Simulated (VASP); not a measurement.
Al, 1 atom in the cell. Symmetry: Pm-3m, No. 221, cubic system. Conventional cell: a = 2.571 Å, b = 2.571 Å, c = 2.571 Å, α = 90.00°, β = 90.00°, γ = 90.00°. Within 3.4 Å of Al (site symmetry m-3m) lie 6 Al at 2.57 Å.  This cell differs from its parent crystal: volume scaled by 0.88.

| Item | Value |
| --- | --- |
| Program | VASP 6.6.1 |
| Task | single point |
| Functional | LDA |
| Potentials or basis | VASP PAW LDA potentials, release 64 (Al) |
| Cutoff | 520 eV |
| k mesh | 13 × 13 × 13 |
| Occupations | fermi-dirac, width 0.1 eV |
| Spin | no spin polarisation |
| Dipole correction | no |
| Further INCAR settings | ALGO = Normal; EDIFF = 1e-06; NBANDS = 8 |

Potentials or basis: VASP PAW LDA potentials, release 64 (Al).

The run is started by

```sh
$ cat potpaw_LDA.64/Al/POTCAR > POTCAR
$ mpirun -np 1 vasp_std > vasp.out
```

Hardware: 1 thread of Intel(R) Xeon(R) Platinum 8488C (Sapphire Rapids) (shared host).

Problem. Estimate the wall time of this run.

Solution. Run time: 4 s on 1 thread of Intel(R) Xeon(R) Platinum 8488C (Sapphire Rapids), with other jobs on the host, peak memory 0.11 GiB. Counts: scf iterations 9, k points 84.
